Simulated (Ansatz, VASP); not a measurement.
# WSe2: VASP beside Ansatz

The input INCAR:

```
PREC = Accurate
ENCUT = 520
EDIFF = 1E-6
ISMEAR = 0
SIGMA = 0.05
LREAL = F
LASPH = T
NELM = 60
ALGO = Normal
ISIF = 2
LWAVE = F
LCHARG = F
GGA = PS
NBANDS = 49
```

Contents of KPOINTS:

```
Automatic mesh
0
Gamma
  12 12 1
```

POSCAR

```
WSe2
1.0
    3.2709028599     -0.0654180572      0.0000000000
   -1.6921051293      2.8653939986      0.0000000000
    0.0000000000      0.0000000000     29.1847504091
W Se
3 6
Direct
    0.6666666667      0.3333333333      0.0000000000
    0.3333333333      0.6666666667      0.7734641576
    0.3333333333      0.6666666667      0.2265358424
    0.3333333333      0.6666666667      0.0573689705
    0.6666666667      0.3333333333      0.8308403050
    0.6666666667      0.3333333333      0.2838341585
    0.3333333333      0.6666666667      0.9426310295
    0.6666666667      0.3333333333      0.7161658415
    0.6666666667      0.3333333333      0.1691596950
```

Input for Ansatz:

```yaml
crystal:
  lattice:
    - [3.2709028599, -0.0654180572, 0.0]
    - [-1.6921051293, 2.8653939986, 0.0]
    - [0.0, 0.0, 29.1847504091]
  atoms:
    - { symbol: W, position: [0.6666666667, 0.3333333333, 0.0] }
    - { symbol: W, position: [0.3333333333, 0.6666666667, 0.7734641576] }
    - { symbol: W, position: [0.3333333333, 0.6666666667, 0.2265358424] }
    - { symbol: Se, position: [0.3333333333, 0.6666666667, 0.0573689705] }
    - { symbol: Se, position: [0.6666666667, 0.3333333333, 0.830840305] }
    - { symbol: Se, position: [0.6666666667, 0.3333333333, 0.2838341585] }
    - { symbol: Se, position: [0.3333333333, 0.6666666667, 0.9426310295] }
    - { symbol: Se, position: [0.6666666667, 0.3333333333, 0.7161658415] }
    - { symbol: Se, position: [0.6666666667, 0.3333333333, 0.169159695] }
basis:
  ecutwfc: 420
kpoints:
  mp_grid: { grid: [12, 12, 1] }
hamiltonian:
  xc: pbesol
scf:
  occupations: { method: gaussian, width: 0.05 }
output:
  forces: true
  stress: true
  eigenvalues: true
```

Change from the starting cell: strain -0.0400 x Voigt [0, 0, 0, 0, 0, 1], atoms carried along.

Alike in both runs: task single point; functional PBEsol; k mesh 12 × 12 × 1; occupations gaussian, width 0.05 eV; no spin polarisation.

|  | VASP | Ansatz |
| --- | --- | --- |
| version | VASP 6.6.1 | Ansatz 0.2.0 |
| potentials or method | VASP PAW PBE potentials, release 64 (W_sv, Se), cutoff 520 eV | scalar-relativistic, plane waves, PAW |
| valence electrons in the cell | 78 | 138 |

VASP gave:

```
gap on the k mesh at the Fermi level (eV) : 1.25
least direct gap on the mesh (eV)         : 1.62
rms of the force components (eV/Å)        : 0.128
```

Q: Which values does Ansatz return?

A: gap on the k mesh at the Fermi level (eV): 1.25; least direct gap on the mesh (eV): 1.62; rms of the force components (eV/Å): 0.122.

VASP's potentials were made for PBE, not for PBEsol. Atom by atom the forces differ by 0.029 eV/Å (rms over components). VASP's potentials hold 78 valence electrons a cell and Ansatz's 138, so a difference there can come from the potentials and not from the codes.

Neither program's run includes spin-orbit coupling.
